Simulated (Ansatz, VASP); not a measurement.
# Na4Au: VASP beside Ansatz

```
Na Au
1.0
     4.95271   -3.20756    0.01100
     4.95271    3.20756    0.01100
    -4.93926    0.00000    4.94138
Na Au
4 1
Direct
  0.57087 0.07451 0.14425
  0.42863 0.92520 0.49908
  0.07480 0.57137 0.50092
  0.92549 0.42913 0.85575
  0.00005 0.99995 0.00000
```

Change from the starting cell: the structure that the rattled cell fell into.

Alike in both runs: functional PBE; k mesh 8 × 8 × 8; occupations gaussian, width 0.1 eV; no spin polarisation.

Ansatz relaxed the structure, and its values are those at the end. VASP's run is a single point on that final structure, the one shown.

|  | VASP | Ansatz |
| --- | --- | --- |
| version | VASP 6.6.1 | Ansatz 0.2.0 |
| potentials or method | VASP PAW PBE potentials, release 64 (Na_pv, Au), cutoff 520 eV | scalar-relativistic, plane waves, PAW |
| valence electrons in the cell | 39 | 55 |

|  | VASP | Ansatz | Ansatz less VASP |
| --- | --- | --- | --- |
| gap on the k mesh at the Fermi level (eV) | none | none | - |
| pressure (GPa) | 0.0 | 0.0 | +0.02 |

A gap of «none» marks a metal or a gap that the smearing closes. VASP's potentials hold 39 valence electrons a cell and Ansatz's 55, so a difference there can come from the potentials and not from the codes.

Spin-orbit coupling is off throughout.
